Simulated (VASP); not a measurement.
# C (C2/m) in VASP: notebook

Runs on C. Level: LDA. Tasks: single point.

Everything below comes from runs of VASP 6.6.1. Logs are shortened: lines on timing, memory, paths and dates and some standing lists are left out, and cuts for length are marked.

### Step 1. The cell of the first run

It takes space group C2/m (No. 12, monoclinic). Conventional cell: a = 4.290 Å, b = 2.477 Å, c = 3.796 Å, α = 90.00°, β = 111.49°, γ = 90.00°. C (site symmetry m) has 3 C at 1.43 Å within 1.9 Å.

### Step 2. Single point, LDA

INCAR reads:

```
SYSTEM = C
ALGO = Normal ; EDIFF = 1E-6
ENCUT = 520 ; GGA = CA
ISIF = 2 ; ISMEAR = -1
LASPH = .TRUE. ; LCHARG = .TRUE.
LELF = .TRUE. ; LREAL = .FALSE.
LVHAR = .TRUE. ; LWAVE = .FALSE.
NBANDS = 11 ; NELM = 60
PREC = Accurate ; SIGMA = 0.1
```

KPOINTS reads:

```
k-points
0
G
  14 14 8
  0 0 0
```

POSCAR reads:

```
C
1.0
    2.1449022669     -1.2384339949      0.0000000000
    2.1449022669      1.2384339949      0.0000000000
   -1.3904674165      0.0000000000      3.5317804018
C
2
Direct
    0.8333555300      0.8333555300      0.0000930400
    0.1666444700      0.1666444700      0.9999069600
```

Potentials or basis: VASP PAW LDA potentials, release 64 (C).

The run is started by

```console
$ cat potpaw_LDA.64/C/POTCAR > POTCAR
$ mpirun -np 1 vasp_std > vasp.out
```

OUTCAR:

```text
SYSTEM = C
   EDIFF = 1E-6
   ENCUT = 520
   GGA = CA
   ISIF = 2
   ISMEAR = -1
   LASPH = .TRUE.
   LREAL = .FALSE.
   NELM = 60
   PREC = Accurate

 ion  position               nearest neighbor table
   1  0.833  0.833  0.000-   2 1.43   2 1.43   2 1.43
   2  0.167  0.167  1.000-   1 1.43   1 1.43   1 1.43

  LATTYP: Found a base centered monoclinic cell.
 ALAT       =     4.2898045338
 B/A-ratio  =     0.5773848133
 C/A-ratio  =     0.8848045588
 COS(beta)  =    -0.3663329311

  Lattice vectors:

 A1 = (   2.1449022669,  -1.2384339949,   0.0000000000)
 A2 = (   2.1449022669,   1.2384339949,   0.0000000000)
 A3 = (  -1.3904674165,   0.0000000000,   3.5317804018)

Analysis of symmetry for initial positions (statically):
=====================================================================
 Subroutine PRICEL returns:
 Original cell was already a primitive cell.

 Routine SETGRP: Setting up the symmetry group for a
 base centered monoclinic supercell.

 Subroutine GETGRP returns: Found  4 space group operations
 (whereof  4 operations were pure point group operations)
 out of a pool of  4 trial point group operations.

The static configuration has the point symmetry C_2h.

Analysis of symmetry for dynamics (positions and initial velocities):
=====================================================================
 Subroutine PRICEL returns:
 Original cell was already a primitive cell.

 Routine SETGRP: Setting up the symmetry group for a
 base centered monoclinic supercell.

 Subroutine GETGRP returns: Found  4 space group operations
 (whereof  4 operations were pure point group operations)
 out of a pool of  4 trial point group operations.

The dynamic configuration has the point symmetry C_2h.

 Subroutine INISYM returns: Found  4 space group operations
 (whereof  4 operations are pure point group operations),
 and found     1 'primitive' translations

----------------------------------------------------------------------------------------

                                     Primitive cell

  volume of cell :      18.7631

  direct lattice vectors                    reciprocal lattice vectors
     2.144902267 -1.238433995  0.000000000     0.233110854 -0.403735687  0.091776105
     2.144902267  1.238433995  0.000000000     0.233110854  0.403735687  0.091776105
    -1.390467416  0.000000000  3.531780402     0.000000000  0.000000000  0.283143312

  length of vectors
     2.476756850  2.476756850  3.795638608     0.475148428  0.475148428  0.283143312

  position of ions in fractional coordinates (direct lattice)
     0.833355530  0.833355530  0.000093040
     0.166644470  0.166644470  0.999906960

  ion indices of the primitive-cell ions
   primitive index   ion index
                 1           1
                 2           2

----------------------------------------------------------------------------------------

 KPOINTS: k-points

Automatic generation of k-mesh.
 Grid dimensions read from file:
 generate k-points for:   14   14    8

 Generating k-lattice:

  Cartesian coordinates                     Fractional coordinates (reciprocal lattice)
     0.016650775 -0.028838263  0.006555436     0.071428571 -0.000000000  0.000000000
     0.016650775  0.028838263  0.006555436    -0.000000000  0.071428571  0.000000000
     0.000000000  0.000000000  0.035392914     0.000000000  0.000000000  0.125000000

  Length of vectors
     0.033939173  0.033939173  0.035392914

  Shift w.r.t. Gamma in fractional coordinates (k-lattice)
     0.000000000  0.000000000  0.000000000

 Subroutine IBZKPT returns following result:
 ===========================================

 Found    429 irreducible k-points:

 Following reciprocal coordinates:
            Coordinates               Weight
  0.000000  0.000000  0.000000      1.000000
  0.071429  0.000000  0.000000      4.000000
  0.142857  0.000000  0.000000      4.000000
  0.214286  0.000000  0.000000      4.000000
  0.285714  0.000000  0.000000      4.000000
  0.357143 -0.000000  0.000000      4.000000
[... 16 lines left out ...]
  0.214286  0.142857  0.000000      4.000000
  0.285714  0.142857  0.000000      4.000000
 [... further k-points ...]
   k-points           NKPTS =    429   k-points in BZ     NKDIM =    429   number of bands    NBANDS=     11
   number of dos      NEDOS =    301   number of ions     NIONS =      2
   total plane-waves  NPLWV =   9072
   dimension x,y,z NGX =    18 NGY =   18 NGZ =   28
   dimension x,y,z NGXF=    36 NGYF=   36 NGZF=   56
   ions per type =               2
   NGX,Y,Z   is equivalent  to a cutoff of  12.08, 12.08, 12.26 a.u.
   NGXF,Y,Z  is equivalent  to a cutoff of  24.16, 24.16, 24.53 a.u.
 SYSTEM =  C
   PREC   = accura    normal or accurate (medium, high low for compatibility)
   ISTART =      0    job   : 0-new  1-cont  2-samecut
   ICHARG =      2    charge: 1-file 2-atom 10-const
   ISPIN  =      1    spin polarized calculation?
   LNONCOLLINEAR =      F non collinear calculations
   LSORBIT =      F    spin-orbit coupling
   LASPH  =      T    aspherical Exc in radial PAW
   ENCUT  =  520.0 eV  38.22 Ry    6.18 a.u.   4.61  4.61  7.06*2*pi/ulx,y,z
   NELM   =     60;   NELMIN=  2; NELMDL= -5     # of ELM steps
   EDIFF  = 0.1E-05   stopping-criterion for ELM
   LREAL  =      F    real-space projection
   EDIFFG = 0.1E-04   stopping-criterion for IOM
   NSW    =      0    number of steps for IOM
   IBRION =     -1    ionic relax: 0-MD 1-quasi-New 2-CG
   NFREE  =      0    steps in history (QN), initial steepest desc. (CG)
   ISIF   =      2    stress and relaxation
   ISYM   =      2    0-nonsym 1-usesym 2-fastsym
   POTIM  = 0.5000    time-step for ionic-motion
   TEBEG  =    0.0;   TEEND  =   0.0 temperature during run
   PSTRESS=    0.0 pullay stress
   NELECT =       8.0000    total number of electrons
   NUPDOWN=      -1.0000    fix difference up-down
   EMIN   =  10.00;   EMAX   =-10.00  energy-range for DOS
   EFERMI =   0.00;   METHOD = LEGACY
   ISMEAR =    -1;   SIGMA  =   0.10  broadening in eV -4-tet -1-fermi 0-gaus
   EFERMI_NEDOS =   21; number of points for ismear=-14 and -15
   IALGO  =     38    algorithm
   IMIX   =      4    mixing-type and parameters
     AMIX     =   0.40;   BMIX     =  1.00
     AMIX_MAG =   1.60;   BMIX_MAG =  1.00
  volume/ion in A,a.u.               =       9.38        63.31
  Fermi-wavevector in a.u.,A,eV,Ry     =   1.232169  2.328461 20.656902  1.518239
  Thomas-Fermi vector in A             =   2.366949
   LORBIT       =      0    0 simple, 1 ext, 2 COOP (PROOUT), +10 PAW based schemes
   GGA     = CA    functional components
   LHFCALC =     F    Hartree Fock is set to
   AEXX    =    0.0000 exact exchange contribution
   IVDW    =     0    specifies the selected vdW correction
   LEPSILON=     F    determine dielectric tensor
   LRPA    =     F    only Hartree local field effects (RPA)
 non-spin polarized calculation
  energy-cutoff  :      520.00
  volume of cell :       18.76
 maximum number of plane-waves:       519
   NGX =  9   NGY =  9   NGZ = 15

 number of electron       7.9999999 magnetization

 Free energy of the ion-electron system (eV)
  ---------------------------------------------------
  ext. energy  EPLUGINS =         0.00000000
  ---------------------------------------------------
  free energy    TOTEN  =       -20.20124404 eV

  energy without entropy =      -20.20092568  energy(sigma->0) =      -20.20108486

 E-fermi :   4.0589     XC(G=0): -10.3920

 val. band max:        3.6928207984   @ k =  -0.2857   0.3571   0.1250
 cond. band min:       4.4531351311   @ k =  -0.3571   0.3571   0.5000
 fundamental gap:      0.7603143327
 Fermi energy:         4.0588888514

 k-point     1 :       0.0000    0.0000    0.0000
  band No.  band energies     occupation
      1     -15.2572      2.00000
      2      -2.6787      2.00000
      3       1.0080      2.00000
      4       1.0114      2.00000
      5       7.5557      0.00000
      6      12.2328      0.00000
      7      12.2348      0.00000
      8      15.1392      0.00000
      9      16.6058      0.00000
     10      26.1780      0.00000
     11      27.3921      0.00000

 k-point     2 :       0.0714    0.0000    0.0000
  band No.  band energies     occupation
      1     -15.1364      2.00000
      2      -2.5510      2.00000
      3       0.5395      2.00000
      4       0.7626      2.00000
      5       7.7269      0.00000
      6      12.2954      0.00000
      7      12.7391      0.00000
      8      14.7317      0.00000
      9      16.8090      0.00000
     10      26.5436      0.00000
     11      26.9535      0.00000

 k-point     3 :       0.1429    0.0000    0.0000
  band No.  band energies     occupation
      1     -14.7748      2.00000
      2      -2.1697      2.00000
      3      -0.6941      2.00000
      4       0.1469      2.00000
      5       8.2396      0.00000
      6      12.3282      0.00000
      7      13.6167      0.00000
      8      14.1145      0.00000
      9      17.4581      0.00000
     10      25.4218      0.00000
     11      27.5091      0.00000

 k-point     4 :       0.2143    0.0000    0.0000
  band No.  band energies     occupation
      1     -14.1760      2.00000
      2      -2.3623      2.00000
      3      -1.5420      2.00000
      4      -0.5989      2.00000
      5       9.0853      0.00000
      6      11.9858      0.00000
      7      12.2351      0.00000
      8      16.0841      0.00000
      9      18.4525      0.00000
     10      23.5986      0.00000
     11      26.8295      0.00000

 k-point     5 :       0.2857    0.0000    0.0000
  band No.  band energies     occupation
      1     -13.3464      2.00000
      2      -4.2033      2.00000
      3      -1.2961      2.00000
      4      -0.6863      2.00000
      5      10.0347      0.00000
      6      10.3939      0.00000
      7      11.9816      0.00000
      8      18.3846      0.00000
      9      19.2812      0.00000
     10      22.2202      0.00000
     11      25.6305      0.00000
[... 211 lines left out ...]
 k-point    21 :      -0.0714    0.0714    0.0000
  band No.  band energies     occupation
      1     -14.8983      2.00000
      2      -2.2662      2.00000
      3      -0.2449      2.00000
      4       0.2639      2.00000
      5       8.0020      0.00000
      6      12.4980      0.00000
      7      13.4838      0.00000
      8      13.9684      0.00000
      9      17.2848      0.00000
     10      25.7507      0.00000
     11      27.1940      0.00000

 k-point    22 :       0.1429    0.1429    0.0000
  band No.  band energies     occupation
      1     -14.7625      2.00000
      2      -2.2838      2.00000
      3      -0.6803      2.00000
      4       0.1354      2.00000
      5       8.5002      0.00000
      6      12.2972      0.00000
      7      13.5822      0.00000
      8      14.1141      0.00000
      9      17.4946      0.00000
     10      25.0760      0.00000
     11      27.5068      0.00000

 k-point    23 :       0.2143    0.1429    0.0000
  band No.  band energies     occupation
      1     -14.3972      2.00000
      2      -1.9536      2.00000
      3      -1.5760      2.00000
      4      -0.5368      2.00000
      5       9.1276      0.00000
      6      12.5198      0.00000
      7      12.6994      0.00000
      8      14.7609      0.00000
      9      18.3694      0.00000
     10      23.5749      0.00000
     11      27.9571      0.00000

 k-point    24 :       0.2857    0.1429    0.0000
  band No.  band energies     occupation
      1     -13.7972      2.00000
      2      -2.7273      2.00000
      3      -1.5880      2.00000
      4      -1.3677      2.00000
      5      10.0689      0.00000
      6      11.2283      0.00000
      7      13.4378      0.00000
      8      15.1190      0.00000
      9      19.8936      0.00000
     10      21.6867      0.00000
     11      27.2970      0.00000

 [... further k-points ...]
[... 5 lines left out ...]
  --------------------------------------------------------------------------------------
  -------------------------------------------------------------------------------------
  Total       -1.6174057     -1.6220548     -0.1400384      0.0000000      0.0000000     -0.0035602
  in kB     -138.1101196   -138.5070998    -11.9578628      0.0000000      0.0000000     -0.3040040
  external PRESSURE =     -96.1916941 kB  Pullay stress =       0.0000000 kB

 VOLUME and BASIS-vectors are now :
 -----------------------------------------------------------------------------
  energy-cutoff  :      520.00
  volume of cell :       18.76
      direct lattice vectors                 reciprocal lattice vectors
     2.144902267 -1.238433995  0.000000000     0.233110854 -0.403735687  0.091776105
     2.144902267  1.238433995  0.000000000     0.233110854  0.403735687  0.091776105
    -1.390467416  0.000000000  3.531780402     0.000000000  0.000000000  0.283143312

 POSITION                                       TOTAL-FORCE (eV/Angst)
 -----------------------------------------------------------------------------------
      3.57480      0.00000      0.00033         0.004403      0.000000     -0.001871
     -0.67547      0.00000      3.53145        -0.004403      0.000000      0.001871
 -----------------------------------------------------------------------------------
    total drift:                               -0.000000     -0.000000      0.000000

  FREE ENERGIE OF THE ION-ELECTRON SYSTEM (eV)
  ---------------------------------------------------
  free  energy   TOTEN  =       -20.2012440411 eV

  energy  without entropy=      -20.2009256763  energy(sigma->0) =      -20.20108486
```

It took 26 s on 1 thread of Intel Xeon 6975P-C (Granite Rapids), shared host; peak memory 0.16 GiB.

What came out:

| Item | Value |
| --- | --- |
| Free energy | -20.2012 eV |
| Pressure | -9.6 GPa |
| Largest force | 0.005 eV/Å |
| Band gap on the k mesh | 0.76 eV, indirect (least direct gap 0.78 eV) |

Forces on the atoms (eV/Å):
```
C    0.004  0.000 -0.002
C   -0.004  0.000  0.002
```

Stress tensor (GPa, compression positive):
```
-13.81   0.00  -0.03
  0.00 -13.85   0.00
 -0.03   0.00  -1.20
```

Levels at points of the mesh, in eV from the valence-band top:
| k point | band 1 | band 2 | band 3 | band 4 | band 5 | band 6 | band 7 | band 8 | band 9 |
| --- | --- | --- | --- | --- | --- | --- | --- | --- | --- |
| (0.00, 0.00, 0.00) | -18.95 | -6.37 | -2.68 | -2.68 | 3.86 | 8.54 | 8.54 | 11.45 | 12.91 |
| (0.50, 0.00, 0.00) | -13.67 | -12.74 | -6.00 | -1.70 | 2.24 | 7.81 | 11.51 | 11.92 | 17.92 |
| (0.50, 0.50, 0.00) | -13.60 | -12.68 | -6.04 | -2.25 | 1.66 | 7.52 | 12.71 | 14.12 | 18.96 |
| (0.00, 0.00, 0.50) | -18.73 | -7.97 | -2.69 | -2.69 | 8.50 | 8.51 | 9.33 | 11.59 | 12.77 |
| (0.50, 0.00, 0.50) | -13.59 | -12.68 | -6.03 | -2.29 | 1.61 | 7.52 | 12.79 | 14.34 | 18.98 |
| (0.50, 0.50, 0.50) | -13.67 | -12.74 | -6.00 | -1.74 | 2.19 | 7.81 | 11.60 | 12.07 | 17.97 |

A k mesh can miss the band edges.

### Step 3. Single point, LDA

This run uses another cell than the first one, of 9.61 Å³/atom, 1.024 times its volume.

INCAR reads:

```
SYSTEM = C
PREC = Accurate
ENCUT = 520
EDIFF = 1E-7
ISMEAR = -1
SIGMA = 0.1
LREAL = .FALSE.
LASPH = .TRUE.
NELM = 80
ALGO = Normal
ISIF = 2
LWAVE = .FALSE.
LCHARG = .TRUE.
GGA = CA
LELF = .TRUE.
LVHAR = .TRUE.
NBANDS = 11
```

KPOINTS reads:

```
regular mesh
0
G
  14 14 8
  0 0 0
```

POSCAR reads:

```
C
1.0
    2.1622006129     -1.2484217972      0.0000000000
    2.1622006129      1.2484217972      0.0000000000
   -1.4016813477      0.0000000000      3.5602637319
C
2
Direct
    0.8333555300      0.8333555300      0.0000930400
    0.1666444700      0.1666444700      0.9999069600
```

Potentials or basis: VASP PAW LDA potentials, release 64 (C).

The run is started by

```console
$ cat potpaw_LDA.64/C/POTCAR > POTCAR
$ mpirun -np 1 vasp_std > vasp.out
```

Run time: 30 s. Hardware: 1 thread of Intel Xeon 6975P-C (Granite Rapids), shared host; peak memory 0.17 GiB.

It converged, with:

```yaml
Free_energy: -20.1661 eV
Pressure: -15.2 GPa
Largest_force: 0.005 eV/Å
Band_gap_on_the_k_mesh: 0.75 eV, indirect (least direct gap 0.77 eV)
```

Forces in eV/Å, atoms in the order of the input:
```
C    0.004  0.000 -0.002
C   -0.004  0.000  0.002
```

Stress tensor (GPa, compression positive):
```
-22.17   0.00  -0.03
  0.00 -22.21   0.00
 -0.03   0.00  -1.23
```

Levels at points of the mesh, in eV from the valence-band top:
```csv
k point,band 2,band 3,band 4,band 5,band 6,band 7
"(0.00, 0.00, 0.00)",-6.24,-2.70,-2.69,3.90,8.38,8.38
"(0.50, 0.00, 0.00)",-12.59,-5.94,-1.67,2.22,7.56,11.41
"(0.50, 0.50, 0.00)",-12.54,-5.97,-2.19,1.66,7.29,12.56
"(0.00, 0.00, 0.50)",-7.79,-2.70,-2.70,8.35,8.35,9.24
"(0.50, 0.00, 0.50)",-12.53,-5.97,-2.23,1.61,7.29,12.64
"(0.50, 0.50, 0.50)",-12.59,-5.94,-1.71,2.16,7.56,11.49
```

A k mesh can miss the band edges. LDA gaps usually lie below the measured ones, often by a third to a half.

(Continued in part 2 of 2.)
